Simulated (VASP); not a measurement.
Crystal: MgI2.

```
Mg I
1.0
     0.00000    3.75572    3.75572
     3.75572    0.00000    3.75572
     3.75572    3.75572    0.00000
Mg I
1 2
Cartesian
  0.0000 0.0000 0.0000
  1.8779 1.8779 1.8779
  5.6336 5.6336 5.6336
```

Program: VASP 6.6.1. Alike in all runs: task single point; no spin polarisation; cell as given; k mesh 4 × 4 × 4; cutoff (eV) 520; smearing gaussian 0.01 eV. Hardware: 1 thread of Intel(R) Xeon(R) Platinum 8259CL CPU @ 2.50GHz (Skylake/Cascade Lake), with other jobs on the host.

Order these runs on this cell by their wall time, lowest first.
A. level LDA; potentials or basis VASP PAW LDA potentials, release 64 (Mg, I)
B. level HSE06; potentials or basis VASP PAW PBE potentials, release 64 (Mg, I); grid for exact exchange (PRECFOCK) Normal; screening parameter 0.2079 1/Å
C. level r2SCAN; potentials or basis VASP PAW PBE potentials, release 64 (Mg, I)

A (15 s), C (95 s), B (1600 s).
